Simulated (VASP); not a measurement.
A run of VASP 6.6.1 is set up as follows.

INCAR

```
SYSTEM = Rh
  PREC = Accurate
  ENCUT = 520
  EDIFF = 1E-7
  ISMEAR = 0
  SIGMA = 0.2
  LREAL = .False.
  LASPH = .True.
  NELM = 80
  ALGO = Normal
  ISIF = 2
  LWAVE = .False.
  LCHARG = .True.
  LELF = .True.
  LVHAR = .True.
  NBANDS = 22
```

File KPOINTS:

```
Automatic mesh
0
Gamma
  10 10 5
  0 0 0
```

POSCAR

```
Rh
1.0
    2.7309790400      0.0000000000      0.0000000000
   -1.3654895200      2.3650972300      0.0000000000
    0.0000000000      0.0000000000      4.4284890000
Rh
2
Direct
    0.6666666675      0.3333333277      0.7500000000
    0.3333333304      0.6666666681      0.2500000000
```

Potentials or basis: VASP PAW LDA potentials, release 64 (Rh_pv).

Command:

```console
$ cat potpaw_LDA.64/Rh_pv/POTCAR > POTCAR
$ mpirun -np 1 vasp_std > vasp.out
```

(1) Predict the pressure.

(2) What does it give for the band gap on the k mesh?

Results:

(1) -18.4 GPa.

(2) zero (band 15 reaches 11.68 eV, above the bottom of band 16 at 9.49 eV).
